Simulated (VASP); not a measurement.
# Al (Im-3m) in VASP: a series of runs

The runs below take Al through single point, with PBE, RPBE+D3(BJ).

All numbers are computed with VASP 6.6.1; they aren't measurements. Logs are shortened: lines on timing, memory, paths and dates and some standing lists are left out, and cuts for length are marked.

**1. The cell of the first run**

The structure is cubic, space group Im-3m (No. 229). The conventional cell has a = 3.295 Å, b = 3.295 Å, c = 3.295 Å, α = 90.00°, β = 90.00°, γ = 90.00°. Within 3.8 Å of Al (site symmetry m-3m) lie 14 Al at 2.85 to 3.30 Å.

**2. Single point, PBE**

File INCAR:

```
PREC     = Accurate       # precision mode
ENCUT    = 500            # plane-wave cutoff, eV
EDIFF    = 1E-6           # SCF threshold, eV
ISMEAR   = 0              # smearing method
SIGMA    = 0.1            # smearing width, eV
LREAL    = F              # projectors in reciprocal space
LASPH    = T              # aspherical terms in the spheres
NELM     = 120            # most SCF steps
ALGO     = Normal         # electronic algorithm
ISIF     = 2              # what is computed and relaxed
LWAVE    = F              # write WAVECAR
LCHARG   = F              # write CHGCAR
GGA      = PE             # functional
NBANDS   = 8              # bands
GGA_COMPAT= F
```

File KPOINTS:

```
regular mesh
0
Gamma
  3 3 3
```

File POSCAR:

```
Al
1.0
   -1.6475459308      1.6475459308      1.6475459308
    1.6475459308     -1.6475459308      1.6475459308
    1.6475459308      1.6475459308     -1.6475459308
Al
1
Direct
    0.0000000000      0.0000000000      0.0000000000
```

Potentials or basis: VASP PAW PBE potentials, release 64 (Al).

The run is started by

```sh
$ cat potpaw_PBE.64/Al/POTCAR > POTCAR
$ mpirun -np 1 vasp_std > vasp.out
```

OUTCAR:

```text
PREC = Accurate
   ENCUT = 500
   EDIFF = 1E-6
   ISMEAR = 0
   LREAL = F
   LASPH = T
   NELM = 120
   ISIF = 2
   GGA = PE

 ion  position               nearest neighbor table
   1  0.000  0.000  0.000-

  LATTYP: Found a body centered cubic cell.
 ALAT       =     3.2950918616

  Lattice vectors:

 A1 = (  -1.6475459308,   1.6475459308,   1.6475459308)
 A2 = (   1.6475459308,  -1.6475459308,   1.6475459308)
 A3 = (   1.6475459308,   1.6475459308,  -1.6475459308)

Analysis of symmetry for initial positions (statically):
=====================================================================
 Subroutine PRICEL returns:
 Original cell was already a primitive cell.

 Routine SETGRP: Setting up the symmetry group for a
 body centered cubic supercell.

 Subroutine GETGRP returns: Found 48 space group operations
 (whereof 48 operations were pure point group operations)
 out of a pool of 48 trial point group operations.

The static configuration has the point symmetry O_h .

Analysis of symmetry for dynamics (positions and initial velocities):
=====================================================================
 Subroutine PRICEL returns:
 Original cell was already a primitive cell.

 Routine SETGRP: Setting up the symmetry group for a
 body centered cubic supercell.

 Subroutine GETGRP returns: Found 48 space group operations
 (whereof 48 operations were pure point group operations)
 out of a pool of 48 trial point group operations.

The dynamic configuration has the point symmetry O_h .

 Subroutine INISYM returns: Found 48 space group operations
 (whereof 48 operations are pure point group operations),
 and found     1 'primitive' translations

----------------------------------------------------------------------------------------

                                     Primitive cell

  volume of cell :      17.8884

  direct lattice vectors                    reciprocal lattice vectors
    -1.647545931  1.647545931  1.647545931     0.000000000  0.303481676  0.303481676
     1.647545931 -1.647545931  1.647545931     0.303481676  0.000000000  0.303481676
     1.647545931  1.647545931 -1.647545931     0.303481676  0.303481676  0.000000000

  length of vectors
     2.853633260  2.853633260  2.853633260     0.429187902  0.429187902  0.429187902

  position of ions in fractional coordinates (direct lattice)
     0.000000000  0.000000000  0.000000000

  ion indices of the primitive-cell ions
   primitive index   ion index
                 1           1

----------------------------------------------------------------------------------------

 KPOINTS: regular mesh

Automatic generation of k-mesh.
 Grid dimensions read from file:
 generate k-points for:    3    3    3

 Generating k-lattice:

  Cartesian coordinates                     Fractional coordinates (reciprocal lattice)
     0.000000000  0.101160559  0.101160559     0.333333333  0.000000000  0.000000000
     0.101160559  0.000000000  0.101160559     0.000000000  0.333333333  0.000000000
     0.101160559  0.101160559  0.000000000     0.000000000  0.000000000  0.333333333

  Length of vectors
     0.143062634  0.143062634  0.143062634

  Shift w.r.t. Gamma in fractional coordinates (k-lattice)
     0.000000000  0.000000000  0.000000000

 Subroutine IBZKPT returns following result:
 ===========================================

 Found      4 irreducible k-points:

 Following reciprocal coordinates:
            Coordinates               Weight
  0.000000  0.000000  0.000000      1.000000
  0.333333  0.000000  0.000000     12.000000
  0.333333  0.333333  0.000000      8.000000
 -0.333333  0.333333  0.333333      6.000000
   k-points           NKPTS =      4   k-points in BZ     NKDIM =      4   number of bands    NBANDS=      8
   number of dos      NEDOS =    301   number of ions     NIONS =      1
   total plane-waves  NPLWV =  13824
   dimension x,y,z NGX =    24 NGY =   24 NGZ =   24
   dimension x,y,z NGXF=    48 NGYF=   48 NGZF=   48
   ions per type =               1
   NGX,Y,Z   is equivalent  to a cutoff of  13.98, 13.98, 13.98 a.u.
   NGXF,Y,Z  is equivalent  to a cutoff of  27.96, 27.96, 27.96 a.u.
 SYSTEM =  unknown system
   PREC   = accura    normal or accurate (medium, high low for compatibility)
   ISTART =      0    job   : 0-new  1-cont  2-samecut
   ICHARG =      2    charge: 1-file 2-atom 10-const
   ISPIN  =      1    spin polarized calculation?
   LNONCOLLINEAR =      F non collinear calculations
   LSORBIT =      F    spin-orbit coupling
   LASPH  =      T    aspherical Exc in radial PAW
   ENCUT  =  500.0 eV  36.75 Ry    6.06 a.u.   5.20  5.20  5.20*2*pi/ulx,y,z
   NELM   =    120;   NELMIN=  2; NELMDL= -5     # of ELM steps
   EDIFF  = 0.1E-05   stopping-criterion for ELM
   LREAL  =      F    real-space projection
   EDIFFG = 0.1E-04   stopping-criterion for IOM
   NSW    =      0    number of steps for IOM
   IBRION =     -1    ionic relax: 0-MD 1-quasi-New 2-CG
   NFREE  =      0    steps in history (QN), initial steepest desc. (CG)
   ISIF   =      2    stress and relaxation
   ISYM   =      2    0-nonsym 1-usesym 2-fastsym
   POTIM  = 0.5000    time-step for ionic-motion
   TEBEG  =    0.0;   TEEND  =   0.0 temperature during run
   PSTRESS=    0.0 pullay stress
   NELECT =       3.0000    total number of electrons
   NUPDOWN=      -1.0000    fix difference up-down
   EMIN   =  10.00;   EMAX   =-10.00  energy-range for DOS
   EFERMI =   0.00;   METHOD = LEGACY
   ISMEAR =     0;   SIGMA  =   0.10  broadening in eV -4-tet -1-fermi 0-gaus
   EFERMI_NEDOS =   21; number of points for ismear=-14 and -15
   IALGO  =     38    algorithm
   IMIX   =      4    mixing-type and parameters
     AMIX     =   0.40;   BMIX     =  1.00
     AMIX_MAG =   1.60;   BMIX_MAG =  1.00
  volume/ion in A,a.u.               =      17.89       120.72
  Fermi-wavevector in a.u.,A,eV,Ry     =   0.902799  1.706043 11.089374  0.815046
  Thomas-Fermi vector in A             =   2.026047
   LORBIT       =      0    0 simple, 1 ext, 2 COOP (PROOUT), +10 PAW based schemes
   GGA     = PE    functional components
   LHFCALC =     F    Hartree Fock is set to
   AEXX    =    0.0000 exact exchange contribution
   IVDW    =     0    specifies the selected vdW correction
   LEPSILON=     F    determine dielectric tensor
   LRPA    =     F    only Hartree local field effects (RPA)
 non-spin polarized calculation
 Gauss-broadening in eV      SIGMA  =   0.10
  energy-cutoff  :      500.00
  volume of cell :       17.89
 maximum number of plane-waves:       463
 NGX is ok and might be reduce to    24
   NGX = 11   NGY = 11   NGZ = 11

 number of electron       3.0000000 magnetization

 Free energy of the ion-electron system (eV)
  ---------------------------------------------------
  ext. energy  EPLUGINS =         0.00000000
  ---------------------------------------------------
  free energy    TOTEN  =        -3.48755100 eV

  energy without entropy =       -3.47271645  energy(sigma->0) =       -3.48013372

 E-fermi :   5.8365     XC(G=0):  -9.9160

 val. band max:        5.8019289618   @ k =   0.3333   0.3333   0.0000
 cond. band min:       8.3007515589   @ k =   0.3333   0.0000   0.0000
 fundamental gap:      2.4988225971
 Fermi energy:         5.8364906733

 k-point     1 :       0.0000    0.0000    0.0000
  band No.  band energies     occupation
      1      -3.4037      2.00000
      2      19.9652      0.00000
      3      19.9652      0.00000
      4      19.9652      0.00000
      5      20.7267      0.00000
      6      20.7267      0.00000
      7      20.7267      0.00000
      8      22.8863      0.00000

 k-point     2 :       0.3333    0.0000    0.0000
  band No.  band energies     occupation
      1      -0.4008      2.00000
      2       8.3008      0.00000
      3      15.3550      0.00000
      4      15.9744      0.00000
      5      17.2393      0.00000
      6      18.5741      0.00000
      7      24.8787      0.00000
      8      25.4137      0.00000

 k-point     3 :       0.3333    0.3333    0.0000
  band No.  band energies     occupation
      1       5.2829      2.00000
      2       5.2829      2.00000
      3       5.8019      1.37500
      4      13.8932      0.00000
      5      22.2752      0.00000
      6      22.2967      0.00000
      7      22.2967      0.00000
      8      29.5516      0.00000

 k-point     4 :      -0.3333    0.3333    0.3333
  band No.  band energies     occupation
      1       2.5443      2.00000
      2      10.2582      0.00000
      3      10.2582      0.00000
      4      11.8055      0.00000
      5      12.7509      0.00000
      6      19.5138      0.00000
      7      25.8014      0.00000
      8      27.1962      0.00000

------------------------ aborting loop because EDIFF is reached ----------------------------------------

  FORCE on cell =-STRESS in cart. coord.  units (eV):
  Direction    XX          YY          ZZ          XY          YZ          ZX
  --------------------------------------------------------------------------------------
  -------------------------------------------------------------------------------------
  Total       -0.5519661     -0.5519661     -0.5519661      0.0000000     -0.0000000     -0.0000000
  in kB      -49.4368028    -49.4368028    -49.4368028      0.0000000     -0.0000000     -0.0000000
  external PRESSURE =     -49.4368028 kB  Pullay stress =       0.0000000 kB

 VOLUME and BASIS-vectors are now :
 -----------------------------------------------------------------------------
  energy-cutoff  :      500.00
  volume of cell :       17.89
      direct lattice vectors                 reciprocal lattice vectors
    -1.647545931  1.647545931  1.647545931     0.000000000  0.303481676  0.303481676
     1.647545931 -1.647545931  1.647545931     0.303481676  0.000000000  0.303481676
     1.647545931  1.647545931 -1.647545931     0.303481676  0.303481676  0.000000000

 POSITION                                       TOTAL-FORCE (eV/Angst)
 -----------------------------------------------------------------------------------
      0.00000      0.00000      0.00000         0.000000      0.000000      0.000000
 -----------------------------------------------------------------------------------
    total drift:                                0.000000      0.000000      0.000000

  FREE ENERGIE OF THE ION-ELECTRON SYSTEM (eV)
  ---------------------------------------------------
  free  energy   TOTEN  =        -3.4875509960 eV

  energy  without entropy=       -3.4727164488  energy(sigma->0) =       -3.48013372
```

It took 2.8 s on 1 thread of Intel Xeon 8259CL, shared host; peak memory 0.13 GiB.

What came out:

| Quantity | Value |
| --- | --- |
| Free energy | -3.4876 eV |
| Pressure | -4.9 GPa |

Levels at points of the mesh, in eV from the Fermi level:
| k point | band 1 | band 2 | band 3 | band 4 | band 5 | band 6 |
| --- | --- | --- | --- | --- | --- | --- |
| (0.00, 0.00, 0.00) | -9.24 | 14.13 | 14.13 | 14.13 | 14.89 | 14.89 |

Caveat: the k points lie up to 0.90 Å⁻¹ apart.

**3. Single point, RPBE+D3(BJ), collinear spin, ferromagnetic start**

This run uses another cell than the first one, of 16.12 Å³/atom, 0.901 times its volume.

File INCAR:

```
PREC = Accurate
ENCUT = 500
EDIFF = 1E-6
ISMEAR = 0
SIGMA = 0.1
LREAL = False
LASPH = True
NELM = 200
ALGO = Normal
ISIF = 2
LWAVE = False
LCHARG = False
ISPIN = 2
MAGMOM = 1.2
LORBIT = 11
NUPDOWN = 2.0
GGA = RP
IVDW = 12
NBANDS = 12
GGA_COMPAT = False
```

File KPOINTS:

```
Automatic mesh
0
Gamma
  2 2 2
```

File POSCAR:

```
Al
1.0
   -1.5912186900      1.5912186900      1.5912186900
    1.5912186900     -1.5912186900      1.5912186900
    1.5912186900      1.5912186900     -1.5912186900
Al
1
Direct
    0.0000000000      0.0000000000      0.0000000000
```

Potentials or basis: VASP PAW PBE potentials, release 64 (Al).

The run is started by

```sh
$ cat potpaw_PBE.64/Al/POTCAR > POTCAR
$ mpirun -np 1 vasp_std > vasp.out
```

It took 5.4 s on 1 thread of Intel Xeon 8259CL, shared host; peak memory 0.13 GiB.

The run converged. Its results:

```yaml
Free_energy: -0.6114 eV
Pressure: 14.1 GPa
Net_moment: 2.00 μB per cell
Site_moments: Al +0.52 μB
Valence_electrons_inside_the_program's_atomic_spheres: Al 0.76
Dispersion_energy_per_atom: -1.819 eV
```

Caveat: the k points lie up to 1.40 Å⁻¹ apart; the PAW data sets were made with another functional, which shifts forces and pressure a little; the total moment is fixed, so each spin has its own Fermi level.

(Part 1 of 2 ends here.)
